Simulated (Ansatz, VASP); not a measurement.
# PtSeS4 in VASP and in Ansatz

```xyz
6
Lattice="4.1830 0.0000 0.0000 -2.0915 3.6226 0.0000 0.0000 0.0000 10.7141" Properties=species:S:1:pos:R:3 pbc="T T T"
Pt    0.0000    0.0000    5.3571
Se    0.0000    0.0000    0.0000
S     2.0915    1.2075    7.6927
S     2.0915    1.2075    2.1616
S     0.0000    2.4151    8.5525
S     0.0000    2.4151    3.0214
```

Change from the starting cell: species swapped into the SrCaSi4 type (P-3m1, No. 164).

Alike in both runs: task single point; functional PBE; k mesh 6 × 6 × 2; occupations gaussian, width 0.1 eV; no spin polarisation.

```csv
,VASP,Ansatz
version,VASP 6.6.1,Ansatz 0.2.0
potentials or method,"VASP PAW PBE potentials, release 64 (Pt, Se, S), cutoff 520 eV","scalar-relativistic, plane waves, PAW"
valence electrons in the cell,40,58
```

|  | VASP | Ansatz | Ansatz less VASP |
| --- | --- | --- | --- |
| gap on the k mesh at the Fermi level (eV) | none | none | - |
| pressure (GPa) | -10.5 | -10.4 | +0.06 |
| traceless stress, the component that is largest in VASP (GPa) | 0.32 | 0.30 | -0.021 |
| rms of the force components (eV/Å) | 0.388 | 0.390 | +0.0024 |

Atom by atom the forces differ by 0.002 eV/Å (rms over components). A gap of «none» marks a metal or a gap that the smearing closes. VASP's potentials hold 40 valence electrons a cell and Ansatz's 58, so a difference there can come from the potentials and not from the codes.

Neither program's run includes spin-orbit coupling.
